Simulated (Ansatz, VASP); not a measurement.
# Two plane-wave programs on ZrS2

```xyz
3
Lattice="3.6914 0.0000 0.0000 -1.8457 3.1968 0.0000 0.0000 0.0000 6.0411" Properties=species:S:1:pos:R:3 pbc="T T T"
Zr    0.0000    0.0000    0.0000
S     1.8457    1.0656    4.6038
S     0.0000    2.1312    1.4372
```

Alike in both runs: task single point; functional PBE; k mesh 6 × 6 × 4; no spin polarisation.

|  | VASP | Ansatz |
| --- | --- | --- |
| version | VASP 6.6.1 | Ansatz 0.2.0 |
| potentials or method | VASP PAW PBE potentials, release 64 (Zr_sv, S), cutoff 500 eV | scalar-relativistic, plane waves, PAW |
| occupations | tetrahedron | tetrahedron-uncorrected |
| valence electrons in the cell | 24 | 24 |

Ansatz gave:

```
gap on the k mesh at the Fermi level (eV)                     : 1.07
least direct gap on the mesh (eV)                             : 1.63
pressure (GPa)                                                : 0.5
traceless stress, the component that is largest in VASP (GPa) : 0.61
rms of the force components (eV/Å)                            : 0.018
```

What did VASP give for the same quantities?

gap on the k mesh at the Fermi level (eV): 1.07; least direct gap on the mesh (eV): 1.64; pressure (GPa): 0.5; traceless stress, the component that is largest in VASP (GPa): 0.65; rms of the force components (eV/Å): 0.021.

Atom by atom the forces differ by 0.003 eV/Å (rms over components). Ansatz's warnings: band table not solved further.
